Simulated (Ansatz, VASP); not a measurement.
**InSb3: VASP beside Ansatz**

The input INCAR:

```
ALGO = Normal
EDIFF = 1E-6
ENCUT = 520
GGA = PS
ISIF = 2
ISMEAR = 0
LASPH = T
LCHARG = F
LREAL = F
LWAVE = F
NBANDS = 22
NELM = 60
PREC = Accurate
SIGMA = 0.15
```

File KPOINTS:

```
k-points
0
Gamma
  8 8 8
```

POSCAR

```
InSb3
1.0
    4.8703161756      0.1104095949      0.1104095949
    0.1104095949      4.8703161756      0.1104095949
    0.1104095949      0.1104095949      4.8703161756
In Sb
1 3
Direct
    0.0000000000      0.0000000000      0.0000000000
    0.5000000000      0.0000000000      0.5000000000
    0.0000000000      0.5000000000      0.5000000000
    0.5000000000      0.5000000000      0.0000000000
```

Input for Ansatz:

```yaml
crystal:
  lattice:
    - [4.8703161756, 0.1104095949, 0.1104095949]
    - [0.1104095949, 4.8703161756, 0.1104095949]
    - [0.1104095949, 0.1104095949, 4.8703161756]
  atoms:
    - { symbol: In, position: [0.0, 0.0, 0.0] }
    - { symbol: Sb, position: [0.5, 0.0, 0.5] }
    - { symbol: Sb, position: [0.0, 0.5, 0.5] }
    - { symbol: Sb, position: [0.5, 0.5, 0.0] }
basis:
  ecutwfc: 420
kpoints:
  mp_grid: { grid: [8, 8, 8] }
hamiltonian:
  xc: pbesol
  pseudopotentials: { kind: paw, azcp: { folder: soft_1 } }
scf:
  occupations: { method: gaussian, width: 0.15 }
output:
  forces: true
  stress: true
  eigenvalues: true
```

Change from the starting cell: equal engineering shear yz, xz and xy +0.0467, equal normal strain along x, y and z +0.0300.

Alike in both runs: task single point; functional PBEsol; k mesh 8 × 8 × 8; occupations gaussian, width 0.15 eV; no spin polarisation.

|  | VASP | Ansatz |
| --- | --- | --- |
| version | VASP 6.6.1 | Ansatz 0.2.0 |
| potentials or method | VASP PAW PBE potentials, release 64 (In_d, Sb), cutoff 520 eV | scalar-relativistic, plane waves, PAW |
| valence electrons in the cell | 28 | 58 |

VASP gave:

```
gap on the k mesh at the Fermi level (eV)                     : none
pressure (GPa)                                                : -4.1
traceless stress, the component that is largest in VASP (GPa) : -0.61
```

What did Ansatz give for the same quantities?

gap on the k mesh at the Fermi level (eV): none; pressure (GPa): -4.0; traceless stress, the component that is largest in VASP (GPa): -0.61.

VASP's potentials were made for PBE, not for PBEsol, and Ansatz warns of the same on its side. A gap of «none» marks a metal or a gap that the smearing closes. With one functional, cell and mesh, what is left measures potentials, basis and numerics. VASP's potentials hold 28 valence electrons a cell and Ansatz's 58, so a difference there can come from the potentials and not from the codes.

Spin-orbit coupling is off throughout.
